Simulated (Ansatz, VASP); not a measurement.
## LuHf4O: VASP beside Ansatz

File INCAR:

```
SYSTEM = LuHf4O
PREC     = Accurate       ! precision mode
ENCUT    = 520            ! plane-wave cutoff, eV
EDIFF    = 1E-6           ! SCF threshold, eV
ISMEAR   = 0              ! smearing method
SIGMA    = 0.1            ! smearing width, eV
LREAL    = .FALSE.        ! projectors in reciprocal space
LASPH    = .TRUE.         ! aspherical terms in the spheres
NELM     = 60             ! most SCF steps
ALGO     = Normal         ! electronic algorithm
ISIF     = 2              ! what is computed and relaxed
LWAVE    = .FALSE.        ! write WAVECAR
LCHARG   = .TRUE.         ! write CHGCAR
GGA      = PE             ! functional
LELF     = .TRUE.         ! ELF
LVHAR    = .TRUE.       
NBANDS   = 44             ! bands
```

Contents of KPOINTS:

```
regular mesh
0
G
  4 4 4
  0 0 0
```

POSCAR

```
LuHf4O
1.0
    0.0000000000      3.8738863700      3.8738863700
    3.8738863700      0.0000000000      3.8738863700
    3.8738863700      3.8738863700      0.0000000000
Lu Hf O
1 4 1
Direct
    0.7500000000      0.7500000000      0.7500000000
    0.8749087200      0.3750304300      0.3750304300
    0.3750304300      0.3750304300      0.3750304300
    0.3750304300      0.8749087200      0.3750304300
    0.3750304300      0.3750304300      0.8749087200
    0.0000000000      0.0000000000      0.0000000000
```

Input for Ansatz:

```yaml
crystal:
  lattice:
    - [0.0, 3.87388637, 3.87388637]
    - [3.87388637, 0.0, 3.87388637]
    - [3.87388637, 3.87388637, 0.0]
  atoms:
    - { symbol: Lu, position: [0.75, 0.75, 0.75] }
    - { symbol: Hf, position: [0.87490872, 0.37503043, 0.37503043] }
    - { symbol: Hf, position: [0.37503043, 0.37503043, 0.37503043] }
    - { symbol: Hf, position: [0.37503043, 0.87490872, 0.37503043] }
    - { symbol: Hf, position: [0.37503043, 0.37503043, 0.87490872] }
    - { symbol: O, position: [0.0, 0.0, 0.0] }
basis:
  ecutwfc: 420
kpoints:
  mp_grid: { grid: [4, 4, 4] }
hamiltonian:
  xc: pbe
scf:
  occupations: { method: gaussian, width: 0.1 }
  lower_state_search: "off"
output:
  forces: true
  stress: true
  eigenvalues: true
```

Change from the starting cell: species swapped into the GdDyAl4 type (F-43m, No. 216).

Alike in both runs: task single point; functional PBE; k mesh 4 × 4 × 4; occupations gaussian, width 0.1 eV; no spin polarisation.

```csv
,VASP,Ansatz
version,VASP 6.6.1,Ansatz 0.2.0
potentials or method,"VASP PAW PBE potentials, release 64 (Lu, Hf_pv, O), cutoff 520 eV","scalar-relativistic, plane waves, PAW"
valence electrons in the cell,71,135
```

```tsv
	VASP	Ansatz	Ansatz less VASP
gap on the k mesh at the Fermi level (eV)	none	none	-
pressure (GPa)	17.0	17.1	+0.11
rms of the force components (eV/Å)	0.584	0.572	-0.0121
```

Atom by atom the forces differ by 0.012 eV/Å (rms over components). A gap of «none» marks a metal or a gap that the smearing closes. VASP's potentials hold 71 valence electrons a cell and Ansatz's 135, so a difference there can come from the potentials and not from the codes.

Neither program's run includes spin-orbit coupling.
